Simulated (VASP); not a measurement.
# ZnO (P6_3mc) in VASP: a series of runs

Runs on ZnO. Level: LDA. Tasks: elastic constants.

Everything below comes from runs of VASP 6.6.1. Logs are shortened: lines on timing, memory, paths and dates and some standing lists are left out, and cuts for length are marked.

**1. The cell of the first run**

Symmetry: P6_3mc, No. 186, hexagonal system. The conventional cell has a = 3.129 Å, b = 3.129 Å, c = 5.061 Å, α = 90.00°, β = 90.00°, γ = 120.00°. Within 2.5 Å of Zn (site symmetry 3m) lie 4 O at 1.91 Å. O (site symmetry 3m) has 4 Zn at 1.91 Å within 2.5 Å.

**2. Elastic constants, LDA**

Contents of INCAR:

```
PREC = Accurate ; ENCUT = 600
EDIFF = 1E-8 ; ISMEAR = 0
SIGMA = 0.01 ; LREAL = F
LASPH = T ; NELM = 80
ALGO = Normal ; ISIF = 3
LWAVE = F ; LCHARG = F
NBANDS = 26 ; IBRION = 6
NFREE = 2 ; POTIM = 0.015
NSW = 1
```

Contents of KPOINTS:

```
Automatic mesh
0
Gamma
  8 8 4
```

Contents of POSCAR:

```
ZnO
1.0
    3.1286947981      0.0000000000      0.0000000000
   -1.5643473990      2.7095291758      0.0000000000
    0.0000000000      0.0000000000      5.0606469820
Zn O
2 2
Direct
    0.3333333333      0.6666666667      0.5004239202
    0.6666666667      0.3333333333      0.0004239202
    0.6666666667      0.3333333333      0.3785860798
    0.3333333333      0.6666666667      0.8785860798
```

Potentials or basis: VASP PAW LDA potentials, release 64 (Zn, O).

Run with:

```console
> cat potpaw_LDA.64/Zn/POTCAR potpaw_LDA.64/O/POTCAR > POTCAR
> mpirun -np 1 vasp_std > vasp.out
```

OUTCAR:

```text
PREC = Accurate
   ENCUT = 600
   EDIFF = 1E-8
   ISMEAR = 0
   LREAL = F
   LASPH = T
   NELM = 80
   ISIF = 3
   IBRION = 6
   NFREE = 2
   POTIM = 0.015
   NSW = 1

 ion  position               nearest neighbor table
   1  0.333  0.667  0.500-   3 1.91   3 1.91   3 1.91   4 1.91
   2  0.667  0.333  0.000-   4 1.91   4 1.91   4 1.91   3 1.91
   3  0.667  0.333  0.379-   1 1.91   1 1.91   1 1.91   2 1.91
   4  0.333  0.667  0.879-   2 1.91   2 1.91   2 1.91   1 1.91

  LATTYP: Found a hexagonal cell.
 ALAT       =     3.1286947981
 C/A-ratio  =     1.6174946131

  Lattice vectors:

 A1 = (   3.1286947981,   0.0000000000,   0.0000000000)
 A2 = (  -1.5643473990,   2.7095291758,   0.0000000000)
 A3 = (   0.0000000000,   0.0000000000,   5.0606469820)

Analysis of symmetry for initial positions (statically):
=====================================================================
 Subroutine PRICEL returns:
 Original cell was already a primitive cell.

 Routine SETGRP: Setting up the symmetry group for a
 hexagonal supercell.

 Subroutine GETGRP returns: Found 12 space group operations
 (whereof  6 operations were pure point group operations)
 out of a pool of 24 trial point group operations.

The static configuration has the point symmetry C_3v.
 The point group associated with its full space group is C_6v.

Analysis of symmetry for dynamics (positions and initial velocities):
=====================================================================
 Subroutine PRICEL returns:
 Original cell was already a primitive cell.

 Routine SETGRP: Setting up the symmetry group for a
 hexagonal supercell.

 Subroutine GETGRP returns: Found 12 space group operations
 (whereof  6 operations were pure point group operations)
 out of a pool of 24 trial point group operations.

The dynamic configuration has the point symmetry C_3v.
[... 1056 lines left out ...]
     25      15.9813      0.00000
     26      16.1031      0.00000

 [... further k-points ...]

------------------------ aborting loop because EDIFF is reached ----------------------------------------

  FORCE on cell =-STRESS in cart. coord.  units (eV):
  Direction    XX          YY          ZZ          XY          YZ          ZX
  --------------------------------------------------------------------------------------
  -------------------------------------------------------------------------------------
  Total        2.9549779      2.9549779      3.2869739      0.0000000      0.0000000     -0.0000000
  in kB      110.3574707    110.3574707    122.7562923      0.0000000      0.0000000     -0.0000000
  external PRESSURE =     114.4904113 kB  Pullay stress =       0.0000000 kB
[... 19 lines left out ...]
  FREE ENERGIE OF THE ION-ELECTRON SYSTEM (eV)
  ---------------------------------------------------
  free  energy   TOTEN  =       -21.0629065420 eV

  energy  without entropy=      -21.0629065420  energy(sigma->0) =      -21.06290654

 INTERNAL STRAIN TENSORS FROM STRAINED CELLS
 ============================================

 INTERNAL STRAIN TENSOR FOR ION    1 for displacements in x,y,z  (eV/Angst):
          X           Y           Z          XY          YZ          ZX
  --------------------------------------------------------------------------------
  x    -0.00000     0.00000     0.00000   -11.03947    -0.00000    -7.09954
  y   -11.07028    11.09329     0.00000    -0.00008    -7.09608    -0.00006
  z    -7.22672    -7.22999    14.17090    -0.00047    -0.00770    -0.00000

 INTERNAL STRAIN TENSORS FROM DISPLACED ATOMS
 ============================================

 INTERNAL STRAIN TENSOR FOR ION    1 for displacements in x,y,z  (eV/Angst):
          X           Y           Z          XY          YZ          ZX
  --------------------------------------------------------------------------------
  x    -0.00000     0.00000    -0.00000   -11.03805    -0.00000    -7.09654
  y   -11.03805    11.03805    -0.00000     0.00000    -7.09654    -0.00000
  z    -7.20058    -7.20058    14.11136    -0.00000     0.00000     0.00000

 INTERNAL STRAIN TENSOR FOR ION    4 for displacements in x,y,z  (eV/Angst):
          X           Y           Z          XY          YZ          ZX
  --------------------------------------------------------------------------------
  x    -0.00000     0.00000    -0.00000   -12.01821     0.00000     7.10248
  y   -12.01821    12.01821    -0.00000     0.00000     7.10248     0.00000
  z     7.21547     7.21547   -14.09592     0.00000     0.00000    -0.00000

 Eigenvectors and eigenvalues of the dynamical matrix
 ----------------------------------------------------

   1 f  =   18.197587 THz   114.338813 2PiTHz  607.006176 cm-1    75.259140 meV
             X         Y         Z           dx          dy          dz
     -0.000000  1.806353  2.532469    -0.000000    0.000000   -0.129168
      1.564347  0.903176  0.002145     0.000000   -0.000000    0.129168
      1.564347  0.903176  1.915891     0.000000   -0.000000   -0.695209
     -0.000000  1.806353  4.446214    -0.000000    0.000000    0.695209
[... 71 lines left out ...]
  12 f/i=    0.007304 THz     0.045894 2PiTHz    0.243644 cm-1     0.030208 meV
             X         Y         Z           dx          dy          dz
     -0.000000  1.806353  2.532469    -0.000000   -0.000000   -0.633634
      1.564347  0.903176  0.002145    -0.000000   -0.000000   -0.633634
      1.564347  0.903176  1.915891    -0.000000   -0.000000   -0.313860
     -0.000000  1.806353  4.446214    -0.000000   -0.000000   -0.313860

--------------------------------------------------------------------------------------------------------

 ELASTIC MODULI CONTR FROM IONIC RELAXATION (kBar)
 Direction    XX          YY          ZZ          XY          YZ          ZX
 --------------------------------------------------------------------------------
 XX       -1285.6700    471.6521    796.3778     -0.0000      0.0000      0.0000
 YY         471.6521  -1285.6700    796.3778     -0.0000      0.0000     -0.0000
 ZZ         796.3778    796.3778  -1558.2400      0.0000     -0.0000     -0.0000
 XY          -0.0000     -0.0000      0.0000   -878.6610      0.0000      0.0000
 YZ           0.0000     -0.0000     -0.0000      0.0000   -366.2684     -0.0000
 ZX           0.0000     -0.0000     -0.0000      0.0000     -0.0000   -366.2684
 --------------------------------------------------------------------------------

 TOTAL ELASTIC MODULI (kBar)
 Direction    XX          YY          ZZ          XY          YZ          ZX
 --------------------------------------------------------------------------------
 XX        2421.4126   1830.4013   1700.4569      0.0000      0.0000      0.0000
 YY        1830.4013   2421.4126   1700.4569      0.0000      0.0000     -0.0000
 ZZ        1700.4569   1700.4569   2620.3108      0.0000     -0.0000     -0.0000
 XY           0.0000      0.0000      0.0000    295.5057      0.0000      0.0000
 YZ           0.0000     -0.0000     -0.0000      0.0000    282.7999      0.0000
 ZX           0.0000     -0.0000     -0.0000      0.0000      0.0000    282.7999
 --------------------------------------------------------------------------------
```

stdout:

```text
POSCAR found type information on POSCAR ZnO
 POSCAR found :  2 types and       4 ions
 scaLAPACK will be used
 LDA part: xc-table for (Slater(with rela. corr.)+CA(PZ))
 , standard interpolation
 POSCAR, INCAR and KPOINTS ok, starting setup
 FFT: planning ... GRIDC
 FFT: planning ... GRID_SOFT
 FFT: planning ... GRID
 WAVECAR not read
 entering main loop
 Found     4 degrees of freedom:
 Adding 6 more for cell shape distortion
 Finite differences POTIM= 0.01500 DOF=  10
 bond charge predicted
 Finite differences progress:
 bond charge predicted
 Finite differences progress:
 bond charge predicted
 Finite differences progress:
 bond charge predicted
 Finite differences progress:
 bond charge predicted
 Finite differences progress:
 bond charge predicted
 Finite differences progress:
 bond charge predicted
 Finite differences progress:
 bond charge predicted
 Finite differences progress:
 bond charge predicted
 Finite differences progress:
 bond charge predicted
 Finite differences progress:
 bond charge predicted
 Finite differences progress:
 bond charge predicted
 Finite differences progress:
 bond charge predicted
 Finite differences progress:
 bond charge predicted
 Finite differences progress:
 bond charge predicted
 Finite differences progress:
 bond charge predicted
 Finite differences progress:
 bond charge predicted
 Finite differences progress:
 bond charge predicted
 Finite differences progress:
 bond charge predicted
 Finite differences progress:
 bond charge predicted
 Finite differences progress:
```

It took 22 min on 1 thread of Intel Xeon Platinum 8488C (Sapphire Rapids), shared host; peak memory 0.34 GiB.

What came out:

```yaml
Voigt_bulk_modulus: 199 GPa
Highest_phonon_frequency_at_Γ_LO-TO_splitting_left_out: 607 cm⁻¹
```

Phonon frequencies in cm⁻¹ (negative: imaginary):
| q point | frequencies |
| --- | --- |
| (0.000, 0.000, 0.000) | 0 0 0 77 77 277 449 466 466 503 503 607 |

Elastic tensor in Voigt notation (GPa, in the Cartesian axes of the cell as first typed):
```
242 183 170   0   0   0
183 242 170   0   0   0
170 170 262   0   0   0
  0   0   0  28   0   0
  0   0   0   0  28   0
  0   0   0   0   0  30
```

Clamped-ion elastic tensor (GPa):
```
371 136  90   0   0   0
136 371  90   0   0   0
 90  90 418   0   0   0
  0   0   0  65   0   0
  0   0   0   0  65   0
  0   0   0   0   0 117
```

Caveat: the cell is under stress, which shifts elastic constants.

[end of part 1 of 2]
